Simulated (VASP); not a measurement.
# HfH5 (P-6m2) in VASP: a series of runs, part 2 of 3

VASP 6.6.1.

## 3. Single point, PBE

This run uses another cell than the first one, of 28.71 Å³/atom.

INCAR reads:

```
SYSTEM = HfH5
ALGO = Normal ; EDIFF = 1E-6
ENCUT = 520 ; GGA = PE
ISIF = 2 ; ISMEAR = 0
LASPH = .True. ; LCHARG = .False.
LREAL = .False. ; LWAVE = .False.
NBANDS = 16 ; NELM = 80
PREC = Accurate ; SIGMA = 0.1
```

KPOINTS reads:

```
k-points
0
Gamma
  3 3 6
  0 0 0
```

POSCAR reads:

```
HfH5
1.0
    7.7410318968      0.0000000000      0.0000000000
   -3.8705159484      6.7039302741      0.0000000000
    0.0000000000      0.0000000000      3.3190205606
Hf H
1 5
Direct
    0.0000000000      0.0000000000      0.0000000000
    0.6666666667      0.3333333333      0.6129699842
    0.6666666667      0.3333333333      0.3870300158
    0.8624643972      0.1375356028      0.0000000000
    0.8624643972      0.7249287943      0.0000000000
    0.2750712057      0.1375356028      0.0000000000
```

Potentials or basis: VASP PAW PBE potentials, release 64 (Hf_pv, H).

Run with:

```console
$ cat potpaw_PBE.64/Hf_pv/POTCAR potpaw_PBE.64/H/POTCAR > POTCAR
$ mpirun -np 1 vasp_std > vasp.out
```

OUTCAR:

```text
SYSTEM = HfH5
   EDIFF = 1E-6
   ENCUT = 520
   GGA = PE
   ISIF = 2
   ISMEAR = 0
   LASPH = .True.
   LREAL = .False.
   NELM = 80
   PREC = Accurate

 ion  position               nearest neighbor table
   1  0.000  0.000  0.000-   4 1.84   5 1.84   6 1.84
   2  0.667  0.333  0.613-   3 0.75
   3  0.667  0.333  0.387-   2 0.75
   4  0.862  0.138  0.000-   1 1.84
   5  0.862  0.725  0.000-   1 1.84
   6  0.275  0.138  0.000-   1 1.84

[... 420 lines left out ...]
  -------------------------------------------------------------------------------------
  Total       -0.0812085     -0.0812085      0.0306955      0.0000000      0.0000000      0.0000000
  in kB       -0.7553940     -0.7553940      0.2855266      0.0000000      0.0000000      0.0000000
  external PRESSURE =      -0.4084205 kB  Pullay stress =       0.0000000 kB

 VOLUME and BASIS-vectors are now :
 -----------------------------------------------------------------------------
  energy-cutoff  :      520.00
  volume of cell :      172.24
      direct lattice vectors                 reciprocal lattice vectors
     7.741031897  0.000000000  0.000000000     0.129181744  0.074583115  0.000000000
    -3.870515948  6.703930274  0.000000000     0.000000000  0.149166229  0.000000000
     0.000000000  0.000000000  3.319020561     0.000000000  0.000000000  0.301293704

 POSITION                                       TOTAL-FORCE (eV/Angst)
 -----------------------------------------------------------------------------------
      0.00000      0.00000      0.00000         0.000000      0.000000     -0.000000
      3.87052      2.23464      2.03446         0.000000      0.000000      0.011889
      3.87052      2.23464      1.28456         0.000000      0.000000     -0.011889
      6.14403      0.92203      0.00000         0.045548     -0.026297      0.000000
      3.87052      4.85987      0.00000         0.000000      0.052594     -0.000000
      1.59700      0.92203      0.00000        -0.045548     -0.026297      0.000000
 -----------------------------------------------------------------------------------
    total drift:                               -0.000000      0.000000      0.000000

  FREE ENERGIE OF THE ION-ELECTRON SYSTEM (eV)
  ---------------------------------------------------
  free  energy   TOTEN  =       -23.6061158957 eV

  energy  without entropy=      -23.6061158957  energy(sigma->0) =      -23.60611590
```

OSZICAR:

```text
N       E                     dE             d eps       ncg     rms          rms(c)
DAV:   1     0.995266680037E+01    0.99527E+01   -0.63507E+03   480   0.655E+02
DAV:   2    -0.243967126605E+02   -0.34349E+02   -0.31903E+02   528   0.124E+02
DAV:   3    -0.267479643064E+02   -0.23513E+01   -0.23214E+01   480   0.255E+01
DAV:   4    -0.267775380707E+02   -0.29574E-01   -0.29524E-01   472   0.325E+00
DAV:   5    -0.267782386532E+02   -0.70058E-03   -0.70051E-03   472   0.449E-01    0.380E+01
DAV:   6    -0.242102447445E+02    0.25680E+01   -0.26181E+00   496   0.745E+00    0.234E+01
DAV:   7    -0.237014805818E+02    0.50876E+00   -0.32084E+00   472   0.824E+00    0.329E+00
DAV:   8    -0.236351474423E+02    0.66333E-01   -0.84919E-01   416   0.444E+00    0.154E+00
DAV:   9    -0.236008521250E+02    0.34295E-01   -0.85758E-02   432   0.164E+00    0.519E-01
DAV:  10    -0.236025374561E+02   -0.16853E-02   -0.17734E-02   448   0.618E-01    0.915E-01
DAV:  11    -0.236051277662E+02   -0.25903E-02   -0.41009E-03   392   0.324E-01    0.288E-01
DAV:  12    -0.236050040930E+02    0.12367E-03   -0.95816E-04   424   0.168E-01    0.101E-01
DAV:  13    -0.236061225251E+02   -0.11184E-02   -0.10943E-03   384   0.191E-01    0.851E-02
DAV:  14    -0.236061319439E+02   -0.94188E-05   -0.51030E-05   448   0.506E-02    0.905E-02
DAV:  15    -0.236061166921E+02    0.15252E-04   -0.62080E-05   384   0.445E-02    0.294E-02
DAV:  16    -0.236061158957E+02    0.79637E-06   -0.42596E-06   400   0.147E-02
   1 F= -.23606116E+02 E0= -.23606116E+02  d E =-.610726E-11
```

stdout:

```text
POSCAR found type information on POSCAR HfH
 POSCAR found :  2 types and       6 ions
 scaLAPACK will be used
 LDA part: xc-table for (Slater+PW92), standard interpolation
 POSCAR, INCAR and KPOINTS ok, starting setup
 FFT: planning ... GRIDC
 FFT: planning ... GRID_SOFT
 FFT: planning ... GRID
 WAVECAR not read
 entering main loop
```

Run time: 62 s. Hardware: 1 thread of Intel Xeon 8259CL, shared host; peak memory 0.31 GiB.

What came out:

```yaml
Free_energy: -23.6061 eV
Pressure: 0.0 GPa
Largest_force: 0.053 eV/Å
Band_gap_on_the_k_mesh: zero (an odd number of electrons rules out a gap without spin polarisation)
```

Forces on the atoms (eV/Å):
```
Hf   0.000  0.000  0.000
H    0.000  0.000  0.012
H    0.000  0.000 -0.012
H    0.046 -0.026  0.000
H    0.000  0.053  0.000
H   -0.046 -0.026  0.000
```

Caveat: spin-orbit coupling is left out, which moves the levels of the heavy elements.

## 4. Single point, PBE

This run uses another cell than the first one, of 29.39 Å³/atom.

INCAR reads:

```
PREC = Accurate
ENCUT = 520
EDIFF = 1E-7
ISMEAR = 0
SIGMA = 0.1
LREAL = F
LASPH = T
NELM = 100
ALGO = Normal
ISIF = 2
LWAVE = F
LCHARG = F
GGA = PE
NBANDS = 16
```

KPOINTS reads:

```
regular mesh
0
Gamma
  6 6 4
```

POSCAR reads:

```
HfH5
1.0
    7.6574523063      0.0000000000      0.0000000000
   -3.8287261531      6.6315482255      0.0000000000
    0.0000000000      0.0000000000      3.4725591186
Hf H
1 5
Direct
    0.0000000000      0.0000000000      0.0000000000
    0.6666666667      0.3333333333      0.6081878031
    0.6666666667      0.3333333333      0.3918121969
    0.8612242560      0.1387757440      0.0000000000
    0.8612242560      0.7224485121      0.0000000000
    0.2775514879      0.1387757440      0.0000000000
```

Potentials or basis: VASP PAW PBE potentials, release 64 (Hf_pv, H).

Run with:

```console
$ cat potpaw_PBE.64/Hf_pv/POTCAR potpaw_PBE.64/H/POTCAR > POTCAR
$ mpirun -np 1 vasp_std > vasp.out
```

OUTCAR:

```text
PREC = Accurate
   ENCUT = 520
   EDIFF = 1E-7
   ISMEAR = 0
   LREAL = F
   LASPH = T
   NELM = 100
   ISIF = 2
   GGA = PE

 ion  position               nearest neighbor table
   1  0.000  0.000  0.000-   5 1.84   6 1.84   4 1.84
   2  0.667  0.333  0.608-   3 0.75
   3  0.667  0.333  0.392-   2 0.75
   4  0.861  0.139  0.000-   1 1.84
   5  0.861  0.722  0.000-   1 1.84
   6  0.278  0.139  0.000-   1 1.84

  LATTYP: Found a hexagonal cell.
 ALAT       =     7.6574523063
 C/A-ratio  =     0.4534875282

  Lattice vectors:

 A1 = (   7.6574523063,   0.0000000000,   0.0000000000)
 A2 = (  -3.8287261531,   6.6315482255,   0.0000000000)
 A3 = (   0.0000000000,   0.0000000000,   3.4725591186)

Analysis of symmetry for initial positions (statically):
=====================================================================
 Subroutine PRICEL returns:
 Original cell was already a primitive cell.

 Routine SETGRP: Setting up the symmetry group for a
 hexagonal supercell.

 Subroutine GETGRP returns: Found 12 space group operations
 (whereof 12 operations were pure point group operations)
 out of a pool of 24 trial point group operations.

The static configuration has the point symmetry D_3h.

Analysis of symmetry for dynamics (positions and initial velocities):
=====================================================================
 Subroutine PRICEL returns:
 Original cell was already a primitive cell.

 Routine SETGRP: Setting up the symmetry group for a
 hexagonal supercell.

 Subroutine GETGRP returns: Found 12 space group operations
 (whereof 12 operations were pure point group operations)
 out of a pool of 24 trial point group operations.

The dynamic configuration has the point symmetry D_3h.

 Subroutine INISYM returns: Found 12 space group operations
 (whereof 12 operations are pure point group operations),
 and found     1 'primitive' translations
[... 121 lines left out ...]
  Fermi-wavevector in a.u.,A,eV,Ry     =   0.719983  1.360571  7.052929  0.518376
  Thomas-Fermi vector in A             =   1.809319
   LORBIT       =      0    0 simple, 1 ext, 2 COOP (PROOUT), +10 PAW based schemes
   GGA     = PE    functional components
   LHFCALC =     F    Hartree Fock is set to
   AEXX    =    0.0000 exact exchange contribution
   IVDW    =     0    specifies the selected vdW correction
   LEPSILON=     F    determine dielectric tensor
   LRPA    =     F    only Hartree local field effects (RPA)
 non-spin polarized calculation
 Gauss-broadening in eV      SIGMA  =   0.10
  energy-cutoff  :      520.00
  volume of cell :      176.34
 maximum number of plane-waves:      4783
 NGX is ok and might be reduce to    60
   NGX = 29   NGY = 29   NGZ = 13

 number of electron      15.0000003 magnetization

 Free energy of the ion-electron system (eV)
  ---------------------------------------------------
  ext. energy  EPLUGINS =         0.00000000
  ---------------------------------------------------
  free energy    TOTEN  =       -23.39162530 eV

  energy without entropy =      -23.36342247  energy(sigma->0) =      -23.37752389

 E-fermi :  -3.1581     XC(G=0):  -4.5151

 val. band max:       -3.1587720745   @ k =   0.1667   0.1667   0.2500
 cond. band min:      -3.1581448019   @ k =   0.3333  -0.0000   0.2500
 fundamental gap:      0.0006272726
 Fermi energy:        -3.1581495988

 k-point     1 :       0.0000    0.0000    0.0000
  band No.  band energies     occupation
      1     -34.4194      2.00000
      2     -34.2238      2.00000
      3     -34.2238      2.00000
      4      -8.3109      2.00000
      5      -7.1110      2.00000
      6      -5.3963      2.00000
[... 376 lines left out ...]
      3     -34.2091      2.00000
      4      -7.6779      2.00000
      5      -6.1828      2.00000
      6      -4.8947      2.00000
[... 8 lines left out ...]
     15       4.0232      0.00000
     16       5.0240      0.00000

------------------------ aborting loop because EDIFF is reached ----------------------------------------

  FORCE on cell =-STRESS in cart. coord.  units (eV):
  Direction    XX          YY          ZZ          XY          YZ          ZX
  --------------------------------------------------------------------------------------
  -------------------------------------------------------------------------------------
  Total       -0.0009657     -0.0009657     -0.1544355     -0.0000000      0.0000000     -0.0000000
  in kB       -0.0087738     -0.0087738     -1.4031654     -0.0000000      0.0000000     -0.0000000
  external PRESSURE =      -0.4735710 kB  Pullay stress =       0.0000000 kB

 VOLUME and BASIS-vectors are now :
 -----------------------------------------------------------------------------
  energy-cutoff  :      520.00
  volume of cell :      176.34
      direct lattice vectors                 reciprocal lattice vectors
     7.657452306  0.000000000  0.000000000     0.130591737  0.075397175  0.000000000
    -3.828726153  6.631548225  0.000000000     0.000000000  0.150794349  0.000000000
     0.000000000  0.000000000  3.472559119     0.000000000  0.000000000  0.287972059

 POSITION                                       TOTAL-FORCE (eV/Angst)
 -----------------------------------------------------------------------------------
      0.00000      0.00000      0.00000         0.000000     -0.000000     -0.000000
      3.82873      2.21052      2.11197        -0.000000     -0.000000     -0.030710
      3.82873      2.21052      1.36059         0.000000     -0.000000      0.030710
      6.06345      0.92030      0.00000         0.017513     -0.010111      0.000000
      3.82873      4.79095      0.00000         0.000000      0.020222     -0.000000
      1.59400      0.92030      0.00000        -0.017513     -0.010111      0.000000
 -----------------------------------------------------------------------------------
    total drift:                               -0.000000      0.000000     -0.000000

  FREE ENERGIE OF THE ION-ELECTRON SYSTEM (eV)
  ---------------------------------------------------
  free  energy   TOTEN  =       -23.3916253015 eV

  energy  without entropy=      -23.3634224713  energy(sigma->0) =      -23.37752389
```

OSZICAR:

```text
N       E                     dE             d eps       ncg     rms          rms(c)
DAV:   1     0.871442223799E+01    0.87144E+01   -0.63038E+03   840   0.656E+02
DAV:   2    -0.243603141742E+02   -0.33075E+02   -0.30629E+02   936   0.124E+02
DAV:   3    -0.266253319357E+02   -0.22650E+01   -0.22327E+01   824   0.249E+01
DAV:   4    -0.266568315376E+02   -0.31500E-01   -0.31432E-01   888   0.324E+00
DAV:   5    -0.266575390437E+02   -0.70751E-03   -0.70705E-03   872   0.415E-01    0.390E+01
DAV:   6    -0.240095120068E+02    0.26480E+01   -0.29308E+00   856   0.759E+00    0.238E+01
DAV:   7    -0.234820725083E+02    0.52744E+00   -0.32626E+00   864   0.813E+00    0.329E+00
DAV:   8    -0.234146197547E+02    0.67453E-01   -0.79894E-01   800   0.425E+00    0.146E+00
DAV:   9    -0.233866857845E+02    0.27934E-01   -0.72110E-02   768   0.153E+00    0.476E-01
DAV:  10    -0.233882815403E+02   -0.15958E-02   -0.18715E-02   816   0.623E-01    0.842E-01
DAV:  11    -0.233906202931E+02   -0.23388E-02   -0.27943E-03   696   0.277E-01    0.301E-01
DAV:  12    -0.233906244035E+02   -0.41103E-05   -0.74109E-04   768   0.146E-01    0.804E-02
DAV:  13    -0.233916430061E+02   -0.10186E-02   -0.86372E-04   704   0.173E-01    0.777E-02
DAV:  14    -0.233916393389E+02    0.36672E-05   -0.41365E-05   776   0.449E-02    0.779E-02
DAV:  15    -0.233916261088E+02    0.13230E-04   -0.60878E-05   688   0.433E-02    0.214E-02
DAV:  16    -0.233916252765E+02    0.83230E-06   -0.31686E-06   720   0.129E-02    0.144E-02
DAV:  17    -0.233916253015E+02   -0.25034E-07   -0.44803E-07   720   0.349E-03
   1 F= -.23391625E+02 E0= -.23377524E+02  d E =-.282028E-01
```

stdout:

```text
POSCAR found type information on POSCAR HfH
 POSCAR found :  2 types and       6 ions
 scaLAPACK will be used
 LDA part: xc-table for (Slater+PW92), standard interpolation
 POSCAR, INCAR and KPOINTS ok, starting setup
 FFT: planning ... GRIDC
 FFT: planning ... GRID_SOFT
 FFT: planning ... GRID
 WAVECAR not read
 entering main loop
```

Run time: 1.8 min. Hardware: 1 thread of Intel Xeon 8259CL, shared host; peak memory 0.32 GiB.

What came out:

```
Free energy            : -23.3916 eV
Pressure               : 0.0 GPa
Largest force          : 0.031 eV/Å
Band gap on the k mesh : zero (an odd number of electrons rules out a gap without spin polarisation)
```

Forces in eV/Å, atoms in the order of the input:
```
Hf   0.000  0.000  0.000
H    0.000  0.000 -0.031
H    0.000  0.000  0.031
H    0.018 -0.010  0.000
H    0.000  0.020  0.000
H   -0.018 -0.010  0.000
```

Levels at points of the mesh, in eV from the Fermi level:
```
           k point  band 5  band 6  band 7  band 8  band 9  band 10
(0.00, 0.00, 0.00)   -3.95   -2.24   -2.24   -1.09    2.20     2.20
(0.50, 0.00, 0.00)   -4.09   -2.24   -2.15   -1.10    1.92     2.14
(0.00, 0.00, 0.50)   -3.07   -1.67   -1.67    0.68    0.68     2.00
(0.50, 0.00, 0.50)   -3.03   -1.73   -1.67    0.67    0.67     2.01
```

Caveat: the k points lie up to 0.45 Å⁻¹ apart, too coarse for converged energies and pressures of a metal; spin-orbit coupling is left out, which moves the levels of the heavy elements.

[end of part 2 of 3]
